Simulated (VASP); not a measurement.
# Hg (C2/m) in VASP: single point with r2SCAN

Aim: the single point of Hg with r2SCAN.

Everything below comes from runs of VASP 6.6.1. Logs are shortened: lines on timing, memory, paths and dates and some standing lists are left out, and cuts for length are marked.

## (1) The cell of the first run

It takes space group C2/m (No. 12, monoclinic). The conventional cell has a = 4.249 Å, b = 5.345 Å, c = 3.583 Å, α = 90.00°, β = 126.18°, γ = 90.00°. Within 4.5 Å of Hg (site symmetry 2/m) lie 14 Hg at 3.41 to 4.25 Å.

## (2) Single point, r2SCAN

The input, POSCAR:

```
Hg
1.0
    2.1243180000     -2.6725820000      0.0000000000
    2.1243180000      2.6725820000      0.0000000000
   -2.1151290000      0.0000000000      2.8921990000
Hg
1
Direct
    0.0000000000      0.0000000000      0.0000000000
```

The input, INCAR.step1:

```
  ALGO = Normal
  EDIFF = 1E-4
  ENCUT = 520
  GGA = PE
  ISMEAR = -1
  LASPH = True
  LCHARG = False
  LREAL = False
  LWAVE = True
  NBANDS = 12
  NELM = 100
  PREC = Accurate
  SIGMA = 0.1
```

The input, INCAR.step2:

```
  ALGO = Normal
  EDIFF = 1E-6
  ENCUT = 520
  ISIF = 2
  ISMEAR = -1
  ISTART = 1
  LASPH = True
  LCHARG = False
  LMIXTAU = True
  LREAL = False
  LWAVE = False
  METAGGA = R2SCAN
  NBANDS = 12
  NELM = 100
  PREC = Accurate
  SIGMA = 0.1
```

The input, KPOINTS:

```
k-points
0
Gamma
  7 7 7
```

Potentials or basis: VASP PAW PBE potentials, release 64 (Hg).

The run is started by

```
cat potpaw_PBE.64/Hg/POTCAR > POTCAR
cp INCAR.step1 INCAR
mpirun -np 1 vasp_std > vasp.out
cp INCAR.step2 INCAR
mpirun -np 1 vasp_std > vasp.out
```

OUTCAR:

```text
EDIFF = 1E-6
   ENCUT = 520
   ISIF = 2
   ISMEAR = -1
   ISTART = 1
   LASPH = True
   LREAL = False
   METAGGA = R2SCAN
   NELM = 100
   PREC = Accurate

 ion  position               nearest neighbor table
   1  0.000  0.000  0.000-

  LATTYP: Found a base centered monoclinic cell.
 ALAT       =     4.2486360000
 B/A-ratio  =     1.2580894198
 C/A-ratio  =     0.8433523671
 COS(beta)  =    -0.5903074535

  Lattice vectors:

 A1 = (   2.1243180000,  -2.6725820000,   0.0000000000)
 A2 = (   2.1243180000,   2.6725820000,   0.0000000000)
 A3 = (  -2.1151290000,   0.0000000000,   2.8921990000)

Analysis of symmetry for initial positions (statically):
=====================================================================
 Subroutine PRICEL returns:
 Original cell was already a primitive cell.

 Routine SETGRP: Setting up the symmetry group for a
 base centered monoclinic supercell.

 Subroutine GETGRP returns: Found  4 space group operations
 (whereof  4 operations were pure point group operations)
 out of a pool of  4 trial point group operations.

The static configuration has the point symmetry C_2h.

Analysis of symmetry for dynamics (positions and initial velocities):
=====================================================================
 Subroutine PRICEL returns:
 Original cell was already a primitive cell.

 Routine SETGRP: Setting up the symmetry group for a
 base centered monoclinic supercell.

 Subroutine GETGRP returns: Found  4 space group operations
 (whereof  4 operations were pure point group operations)
 out of a pool of  4 trial point group operations.

The dynamic configuration has the point symmetry C_2h.

 Subroutine INISYM returns: Found  4 space group operations
 (whereof  4 operations are pure point group operations),
 and found     1 'primitive' translations

----------------------------------------------------------------------------------------

                                     Primitive cell

  volume of cell :      32.8404

  direct lattice vectors                    reciprocal lattice vectors
     2.124318000 -2.672582000  0.000000000     0.235369657 -0.187084999  0.172131028
     2.124318000  2.672582000  0.000000000     0.235369657  0.187084999  0.172131028
    -2.115129000  0.000000000  2.892199000     0.000000000  0.000000000  0.345757674

  length of vectors
     3.414003736  3.414003736  3.583097228     0.346451675  0.346451675  0.345757674

  position of ions in fractional coordinates (direct lattice)
     0.000000000  0.000000000  0.000000000

[... 77 lines left out ...]
   EDIFFG = 0.1E-04   stopping-criterion for IOM
   NSW    =      0    number of steps for IOM
   IBRION =     -1    ionic relax: 0-MD 1-quasi-New 2-CG
   NFREE  =      0    steps in history (QN), initial steepest desc. (CG)
   ISIF   =      2    stress and relaxation
   ISYM   =      2    0-nonsym 1-usesym 2-fastsym
   POTIM  = 0.5000    time-step for ionic-motion
   TEBEG  =    0.0;   TEEND  =   0.0 temperature during run
   PSTRESS=    0.0 pullay stress
   NELECT =      12.0000    total number of electrons
   NUPDOWN=      -1.0000    fix difference up-down
   EMIN   =  10.00;   EMAX   =-10.00  energy-range for DOS
   EFERMI =   0.00;   METHOD = LEGACY
   ISMEAR =    -1;   SIGMA  =   0.10  broadening in eV -4-tet -1-fermi 0-gaus
   EFERMI_NEDOS =   21; number of points for ismear=-14 and -15
   IALGO  =     38    algorithm
   IMIX   =      4    mixing-type and parameters
     AMIX     =   0.40;   BMIX     =  1.00
     AMIX_MAG =   1.60;   BMIX_MAG =  1.00
  volume/ion in A,a.u.               =      32.84       221.62
  Fermi-wavevector in a.u.,A,eV,Ry     =   1.170395  2.211725 18.637583  1.369824
  Thomas-Fermi vector in A             =   2.306854
   LORBIT       =      0    0 simple, 1 ext, 2 COOP (PROOUT), +10 PAW based schemes
   METAGGA = R2SCAN    functional components
   LHFCALC =     F    Hartree Fock is set to
   AEXX    =    0.0000 exact exchange contribution
   IVDW    =     0    specifies the selected vdW correction
   LEPSILON=     F    determine dielectric tensor
   LRPA    =     F    only Hartree local field effects (RPA)
 non-spin polarized calculation
  energy-cutoff  :      520.00
  volume of cell :       32.84
 maximum number of plane-waves:       896
 NGX is ok and might be reduce to    28
   NGX = 13   NGY = 13   NGZ = 13

 number of electron      11.9999998 magnetization

 Free energy of the ion-electron system (eV)
  ---------------------------------------------------
  ext. energy  EPLUGINS =         0.00000000
  ---------------------------------------------------
  free energy    TOTEN  =       -49.32142314 eV

  energy without entropy =      -49.31518361  energy(sigma->0) =      -49.31830338

 E-fermi :   0.6406     XC(G=0):  -9.5739

 val. band max:        0.2111535020   @ k =  -0.4286  -0.4286   0.4286
 cond. band min:       0.7026373044   @ k =  -0.4286   0.4286   0.4286
 fundamental gap:      0.4914838024
 Fermi energy:         0.6406370590

 k-point     1 :       0.0000    0.0000    0.0000
  band No.  band energies     occupation
      1      -6.4815      2.00000
      2      -6.3177      2.00000
      3      -6.0969      2.00000
      4      -6.0740      2.00000
      5      -5.7617      2.00000
      6      -5.6404      2.00000
      7      12.5982      0.00000
      8      12.8097      0.00000
      9      13.2465      0.00000
     10      14.6333      0.00000
     11      14.8783      0.00000
     12      17.0410      0.00000
[... 331 lines left out ...]
 k-point    24 :       0.1429    0.1429    0.1429
  band No.  band energies     occupation
      1      -6.3279      2.00000
      2      -6.2240      2.00000
      3      -5.8889      2.00000
      4      -5.7086      2.00000
      5      -5.6744      2.00000
      6      -3.7566      2.00000
      7       4.6210      0.00000
      8       7.4793      0.00000
      9       7.5163      0.00000
     10      16.9897      0.00000
     11      17.1343      0.00000
     12      18.9007      0.00000

 [... further k-points ...]
[... 5 lines left out ...]
  --------------------------------------------------------------------------------------
  -------------------------------------------------------------------------------------
  Total       -0.2916882     -0.2569498     -0.3979726      0.0000000      0.0000000     -0.0021402
  in kB      -14.2305177    -12.5357440    -19.4157884      0.0000000      0.0000000     -0.1044157
  external PRESSURE =     -15.3940167 kB  Pullay stress =       0.0000000 kB

 VOLUME and BASIS-vectors are now :
 -----------------------------------------------------------------------------
  energy-cutoff  :      520.00
  volume of cell :       32.84
      direct lattice vectors                 reciprocal lattice vectors
     2.124318000 -2.672582000  0.000000000     0.235369657 -0.187084999  0.172131028
     2.124318000  2.672582000  0.000000000     0.235369657  0.187084999  0.172131028
    -2.115129000  0.000000000  2.892199000     0.000000000  0.000000000  0.345757674

 POSITION                                       TOTAL-FORCE (eV/Angst)
 -----------------------------------------------------------------------------------
      0.00000      0.00000      0.00000        -0.000000      0.000000      0.000000
 -----------------------------------------------------------------------------------
    total drift:                                0.000000     -0.000000      0.000000

  FREE ENERGIE OF THE ION-ELECTRON SYSTEM (eV)
  ---------------------------------------------------
  free  energy   TOTEN  =       -49.3214231390 eV

  energy  without entropy=      -49.3151836148  energy(sigma->0) =      -49.31830338
```

OUTCAR.step1:

```text
EDIFF = 1E-4
   ENCUT = 520
   GGA = PE
   ISMEAR = -1
   LASPH = True
[... 578 lines left out ...]

 POSITION                                       TOTAL-FORCE (eV/Angst)
 -----------------------------------------------------------------------------------
      0.00000      0.00000      0.00000        -0.000000      0.000000      0.000000
 -----------------------------------------------------------------------------------
    total drift:                                0.000000      0.000000      0.000000

  FREE ENERGIE OF THE ION-ELECTRON SYSTEM (eV)
  ---------------------------------------------------
  free  energy   TOTEN  =        -0.1709798148 eV

  energy  without entropy=       -0.1639891745  energy(sigma->0) =       -0.16748449
```

Run time: 2 min. Hardware: 1 thread of AMD EPYC 7R13 (Zen 3), shared host; peak memory 0.16 GiB.

Results:

| Item | Value |
| --- | --- |
| Free energy | -49.3214 eV |
| Pressure | -1.5 GPa |

Stress tensor (GPa, compression positive):
```
-1.42  0.00 -0.01
 0.00 -1.25  0.00
-0.01  0.00 -1.94
```

Caveat: the PAW data sets were made with another functional, which shifts forces and pressure a little; spin-orbit coupling is left out, which moves the levels of the heavy elements.
